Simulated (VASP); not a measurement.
# CaSi3N2 (P6/mmm) in VASP: further runs

The runs below take CaSi3N2 through single point, relaxation of cell and atoms, with PBE.

All numbers are computed with VASP 6.6.1; they aren't measurements. Logs are shortened: lines on timing, memory, paths and dates and some standing lists are left out, and cuts for length are marked.

## 1. The cell of the first run

Symmetry: P6/mmm, No. 191, hexagonal system. The conventional cell has a = 5.048 Å, b = 5.048 Å, c = 3.410 Å, α = 90.00°, β = 90.00°, γ = 120.00°. Within 3.8 Å of Ca (site symmetry 6/mmm) lie 6 N at 2.91 Å and 12 Si at 3.05 Å and 2 Ca at 3.41 Å. Si (site symmetry mmm) has 4 N at 2.24 Å and 4 Si at 2.52 Å and 4 Ca at 3.05 Å within 3.1 Å. N (site symmetry -6m2) has 6 Si at 2.24 Å and 3 N at 2.91 Å and 3 Ca at 2.91 Å within 3.0 Å.

The cell was generated, and may not be a known phase.

## 2. Single point, PBE

INCAR reads:

```
SYSTEM = CaSi3N2
PREC = Accurate
ENCUT = 600
EDIFF = 1E-6
ISMEAR = 0
SIGMA = 0.1
LREAL = .False.
LASPH = .True.
NELM = 120
ALGO = Normal
ISIF = 2
LWAVE = .False.
LCHARG = .True.
GGA = PE
LELF = .True.
LVHAR = .True.
NBANDS = 25
GGA_COMPAT = .False.
```

KPOINTS reads:

```
regular mesh
0
Gamma
  6 6 6
  0 0 0
```

POSCAR reads:

```
CaSi3N2
1.0
    5.0482436513      0.0000000027      0.0000000000
   -2.5241218280      4.3719072451      0.0000000000
    0.0000000000      0.0000000000      3.4097921575
Ca Si N
1 3 2
Direct
    0.0000000000      0.0000000000      0.0000000000
    0.5000000000      0.0000000000      0.5000000000
    0.5000000000      0.5000000000      0.5000000000
    0.0000000000      0.5000000000      0.5000000000
    0.3333333333      0.6666666667      0.0000000000
    0.6666666667      0.3333333333      0.0000000000
```

Potentials or basis: VASP PAW PBE potentials, release 64 (Ca_sv, Si, N).

On the command line:

```console
$ cat potpaw_PBE.64/Ca_sv/POTCAR potpaw_PBE.64/Si/POTCAR potpaw_PBE.64/N/POTCAR > POTCAR
$ mpirun -np 1 vasp_std > vasp.out
```

OUTCAR:

```text
SYSTEM = CaSi3N2
   PREC = Accurate
   ENCUT = 600
   EDIFF = 1E-6
   ISMEAR = 0
   LREAL = .False.
   LASPH = .True.
   NELM = 120
   ISIF = 2
   GGA = PE

 ion  position               nearest neighbor table
   1  0.000  0.000  0.000-   3 3.05   3 3.05   3 3.05   3 3.05   4 3.05   4 3.05   4 3.05   4 3.05
                             2 3.05   2 3.05   2 3.05   2 3.05
   2  0.500  0.000  0.500-   5 2.24   6 2.24   5 2.24   6 2.24   4 2.52   4 2.52   3 2.52   3 2.52
                             1 3.05   1 3.05   1 3.05   1 3.05
   3  0.500  0.500  0.500-   5 2.24   6 2.24   5 2.24   6 2.24   2 2.52   2 2.52   4 2.52   4 2.52
                             1 3.05   1 3.05   1 3.05   1 3.05
   4  0.000  0.500  0.500-   5 2.24   6 2.24   5 2.24   6 2.24   2 2.52   2 2.52   3 2.52   3 2.52
                             1 3.05   1 3.05   1 3.05   1 3.05
   5  0.333  0.667  0.000-   2 2.24   2 2.24   4 2.24   4 2.24   3 2.24   3 2.24
   6  0.667  0.333  0.000-   2 2.24   2 2.24   4 2.24   4 2.24   3 2.24   3 2.24

  LATTYP: Found a hexagonal cell.
 ALAT       =     5.0482436513
 C/A-ratio  =     0.6754412808

  Lattice vectors:

 A1 = (   5.0482436513,   0.0000000027,   0.0000000000)
 A2 = (  -2.5241218280,   4.3719072451,   0.0000000000)
 A3 = (   0.0000000000,   0.0000000000,   3.4097921575)

Analysis of symmetry for initial positions (statically):
=====================================================================
 Subroutine PRICEL returns:
 Original cell was already a primitive cell.

 Routine SETGRP: Setting up the symmetry group for a
 hexagonal supercell.

 Subroutine GETGRP returns: Found 24 space group operations
 (whereof 24 operations were pure point group operations)
 out of a pool of 24 trial point group operations.

The static configuration has the point symmetry D_6h.

Analysis of symmetry for dynamics (positions and initial velocities):
=====================================================================
 Subroutine PRICEL returns:
 Original cell was already a primitive cell.

 Routine SETGRP: Setting up the symmetry group for a
 hexagonal supercell.

 Subroutine GETGRP returns: Found 24 space group operations
 (whereof 24 operations were pure point group operations)
 out of a pool of 24 trial point group operations.

The dynamic configuration has the point symmetry D_6h.

 Subroutine INISYM returns: Found 24 space group operations
 (whereof 24 operations are pure point group operations),
 and found     1 'primitive' translations

----------------------------------------------------------------------------------------

                                     Primitive cell

  volume of cell :      75.2557

  direct lattice vectors                    reciprocal lattice vectors
     5.048243651  0.000000003  0.000000000     0.198088696  0.114366562  0.000000000
    -2.524121828  4.371907245  0.000000000    -0.000000000  0.228733123  0.000000000
     0.000000000  0.000000000  3.409792158     0.000000000  0.000000000  0.293273007

  length of vectors
     5.048243651  5.048243651  3.409792158     0.228733123  0.228733123  0.293273007

  position of ions in fractional coordinates (direct lattice)
     0.000000000  0.000000000  0.000000000
     0.500000000  1.000000000  0.500000000
     0.500000000  0.500000000  0.500000000
     0.000000000  0.500000000  0.500000000
     0.333333333  0.666666667  0.000000000
     0.666666667  0.333333333  0.000000000

  ion indices of the primitive-cell ions
   primitive index   ion index
                 1           1
                 2           2
                 3           3
                 4           4
                 5           5
                 6           6

----------------------------------------------------------------------------------------

 KPOINTS: regular mesh

Automatic generation of k-mesh.
 Grid dimensions read from file:
 generate k-points for:    6    6    6

 Generating k-lattice:

  Cartesian coordinates                     Fractional coordinates (reciprocal lattice)
     0.033014783  0.019061094  0.000000000     0.166666667  0.000000000  0.000000000
    -0.000000000  0.038122187  0.000000000    -0.000000000  0.166666667  0.000000000
     0.000000000  0.000000000  0.048878835     0.000000000  0.000000000  0.166666667

  Length of vectors
     0.038122187  0.038122187  0.048878835

  Shift w.r.t. Gamma in fractional coordinates (k-lattice)
     0.000000000  0.000000000  0.000000000

 Subroutine IBZKPT returns following result:
 ===========================================

 Found     28 irreducible k-points:

 Following reciprocal coordinates:
            Coordinates               Weight
  0.000000  0.000000  0.000000      1.000000
  0.166667  0.000000  0.000000      6.000000
  0.333333  0.000000  0.000000      6.000000
  0.500000 -0.000000  0.000000      3.000000
  0.166667  0.166667  0.000000      6.000000
  0.333333  0.166667  0.000000     12.000000
[... 16 lines left out ...]
  0.166667  0.000000  0.500000      6.000000
  0.333333  0.000000  0.500000      6.000000
 [... further k-points ...]
   k-points           NKPTS =     28   k-points in BZ     NKDIM =     28   number of bands    NBANDS=     25
   number of dos      NEDOS =    301   number of ions     NIONS =      6
   total plane-waves  NPLWV =  44800
   dimension x,y,z NGX =    40 NGY =   40 NGZ =   28
   dimension x,y,z NGXF=    80 NGYF=   80 NGZF=   56
   ions per type =               1   3   2
   NGX,Y,Z   is equivalent  to a cutoff of  13.17, 13.17, 13.65 a.u.
   NGXF,Y,Z  is equivalent  to a cutoff of  26.35, 26.35, 27.30 a.u.
 SYSTEM =  CaSi3N2
   PREC   = accura    normal or accurate (medium, high low for compatibility)
   ISTART =      0    job   : 0-new  1-cont  2-samecut
   ICHARG =      2    charge: 1-file 2-atom 10-const
   ISPIN  =      1    spin polarized calculation?
   LNONCOLLINEAR =      F non collinear calculations
   LSORBIT =      F    spin-orbit coupling
   LASPH  =      T    aspherical Exc in radial PAW
   ENCUT  =  600.0 eV  44.10 Ry    6.64 a.u.  10.08 10.08  6.81*2*pi/ulx,y,z
   NELM   =    120;   NELMIN=  2; NELMDL= -5     # of ELM steps
   EDIFF  = 0.1E-05   stopping-criterion for ELM
   LREAL  =      F    real-space projection
   EDIFFG = 0.1E-04   stopping-criterion for IOM
   NSW    =      0    number of steps for IOM
   IBRION =     -1    ionic relax: 0-MD 1-quasi-New 2-CG
   NFREE  =      0    steps in history (QN), initial steepest desc. (CG)
   ISIF   =      2    stress and relaxation
   ISYM   =      2    0-nonsym 1-usesym 2-fastsym
   POTIM  = 0.5000    time-step for ionic-motion
   TEBEG  =    0.0;   TEEND  =   0.0 temperature during run
   PSTRESS=    0.0 pullay stress
   NELECT =      32.0000    total number of electrons
   NUPDOWN=      -1.0000    fix difference up-down
   EMIN   =  10.00;   EMAX   =-10.00  energy-range for DOS
   EFERMI =   0.00;   METHOD = LEGACY
   ISMEAR =     0;   SIGMA  =   0.10  broadening in eV -4-tet -1-fermi 0-gaus
   EFERMI_NEDOS =   21; number of points for ismear=-14 and -15
   IALGO  =     38    algorithm
   IMIX   =      4    mixing-type and parameters
     AMIX     =   0.40;   BMIX     =  1.00
     AMIX_MAG =   1.60;   BMIX_MAG =  1.00
  volume/ion in A,a.u.               =      12.54        84.64
  Fermi-wavevector in a.u.,A,eV,Ry     =   1.231058  2.326362 20.619674  1.515503
  Thomas-Fermi vector in A             =   2.365882
   LORBIT       =      0    0 simple, 1 ext, 2 COOP (PROOUT), +10 PAW based schemes
   GGA     = PE    functional components
   LHFCALC =     F    Hartree Fock is set to
   AEXX    =    0.0000 exact exchange contribution
   IVDW    =     0    specifies the selected vdW correction
   LEPSILON=     F    determine dielectric tensor
   LRPA    =     F    only Hartree local field effects (RPA)
 non-spin polarized calculation
 Gauss-broadening in eV      SIGMA  =   0.10
  energy-cutoff  :      600.00
  volume of cell :       75.26
 maximum number of plane-waves:      2538
   NGX = 21   NGY = 21   NGZ = 13

 number of electron      32.0000001 magnetization

 Free energy of the ion-electron system (eV)
  ---------------------------------------------------
  ext. energy  EPLUGINS =         0.00000000
  ---------------------------------------------------
  free energy    TOTEN  =       -32.50283493 eV

  energy without entropy =      -32.49684270  energy(sigma->0) =      -32.49983881

 E-fermi :   8.8795     XC(G=0): -11.2957

 val. band max:        8.7988448698   @ k =   0.1667   0.1667   0.1667
 cond. band min:       8.9544155001   @ k =   0.0000   0.0000   0.1667
 fundamental gap:      0.1555706304
 Fermi energy:         8.8795367742

 k-point     1 :       0.0000    0.0000    0.0000
  band No.  band energies     occupation
      1     -32.0337      2.00000
      2     -13.1785      2.00000
      3     -13.1785      2.00000
      4     -12.9180      2.00000
      5      -8.5372      2.00000
      6      -6.1900      2.00000
[... 17 lines left out ...]
     24      12.4523      0.00000
     25      13.7412      0.00000

 k-point     2 :       0.1667    0.0000    0.0000
  band No.  band energies     occupation
      1     -32.0335      2.00000
      2     -13.1947      2.00000
      3     -13.1807      2.00000
      4     -12.9176      2.00000
      5      -8.3969      2.00000
      6      -6.3838      2.00000
[... 17 lines left out ...]
     24      13.3294      0.00000
     25      13.4868      0.00000

 k-point     3 :       0.3333    0.0000    0.0000
  band No.  band energies     occupation
      1     -32.0332      2.00000
      2     -13.2258      2.00000
      3     -13.1852      2.00000
      4     -12.9169      2.00000
      5      -8.0375      2.00000
      6      -6.8253      2.00000
[... 552 lines left out ...]
 k-point    23 :       0.1667    0.0000    0.5000
  band No.  band energies     occupation
      1     -32.0041      2.00000
      2     -13.2580      2.00000
      3     -13.1377      2.00000
      4     -13.1296      2.00000
      5      -6.9066      2.00000
      6      -5.4589      2.00000
[... 17 lines left out ...]
     24      14.6306      0.00000
     25      14.9503      0.00000

 k-point    24 :       0.3333    0.0000    0.5000
  band No.  band energies     occupation
      1     -32.0038      2.00000
      2     -13.2526      2.00000
      3     -13.1563      2.00000
      4     -13.1324      2.00000
      5      -6.6418      2.00000
      6      -5.7623      2.00000
[... 17 lines left out ...]
     24      14.1345      0.00000
     25      14.1512      0.00000

 [... further k-points ...]
[... 5 lines left out ...]
  --------------------------------------------------------------------------------------
  -------------------------------------------------------------------------------------
  Total       -0.0287117     -0.0287117      0.2207558      0.0000000     -0.0000000      0.0000000
  in kB       -0.6112657     -0.6112657      4.6998458      0.0000000     -0.0000000      0.0000000
  external PRESSURE =       1.1591048 kB  Pullay stress =       0.0000000 kB

 VOLUME and BASIS-vectors are now :
 -----------------------------------------------------------------------------
  energy-cutoff  :      600.00
  volume of cell :       75.26
      direct lattice vectors                 reciprocal lattice vectors
     5.048243651  0.000000003  0.000000000     0.198088696  0.114366562  0.000000000
    -2.524121828  4.371907245  0.000000000    -0.000000000  0.228733123  0.000000000
     0.000000000  0.000000000  3.409792158     0.000000000  0.000000000  0.293273007

 POSITION                                       TOTAL-FORCE (eV/Angst)
 -----------------------------------------------------------------------------------
      0.00000      0.00000      0.00000        -0.000000     -0.000000      0.000000
      2.52412      0.00000      1.70490        -0.000000     -0.000000      0.000000
      1.26206      2.18595      1.70490        -0.000000     -0.000000      0.000000
     -1.26206      2.18595      1.70490        -0.000000     -0.000000      0.000000
     -0.00000      2.91460      0.00000        -0.000000     -0.000000      0.000000
      2.52412      1.45730      0.00000         0.000000      0.000000      0.000000
 -----------------------------------------------------------------------------------
    total drift:                                0.000000     -0.000000      0.000000

  FREE ENERGIE OF THE ION-ELECTRON SYSTEM (eV)
  ---------------------------------------------------
  free  energy   TOTEN  =       -32.5028349263 eV

  energy  without entropy=      -32.4968427010  energy(sigma->0) =      -32.49983881
```

It took 29 s on 1 thread of Intel Xeon 6975P-C (Granite Rapids), shared host; peak memory 0.23 GiB.

What came out:

```
Free energy            : -32.5028 eV
Pressure               : 0.1 GPa
Band gap on the k mesh : zero (bands 16 and 17 overlap by 2.83 eV)
```

Stress tensor (GPa, compression positive):
```
-0.06  0.00  0.00
 0.00 -0.06  0.00
 0.00  0.00  0.47
```

Levels at points of the mesh, in eV from the Fermi level:
| k point | band 13 | band 14 | band 15 | band 16 | band 17 | band 18 | band 19 | band 20 |
| --- | --- | --- | --- | --- | --- | --- | --- | --- |
| (0.00, 0.00, 0.00) | -4.10 | -2.27 | 0.35 | 0.35 | 0.37 | 1.45 | 1.45 | 2.85 |
| (0.50, 0.00, 0.00) | -3.82 | -3.60 | -2.35 | -0.53 | 1.82 | 1.98 | 1.99 | 2.31 |
| (0.00, 0.00, 0.50) | -3.99 | -3.99 | -2.96 | -2.96 | -0.61 | 1.35 | 4.52 | 4.78 |
| (0.50, 0.00, 0.50) | -3.55 | -2.61 | -1.51 | 0.48 | 1.41 | 1.57 | 2.39 | 3.38 |

(Continued in part 2 of 2.)

The gap in the log of VASP goes by the Fermi energy; the results here count the filled bands.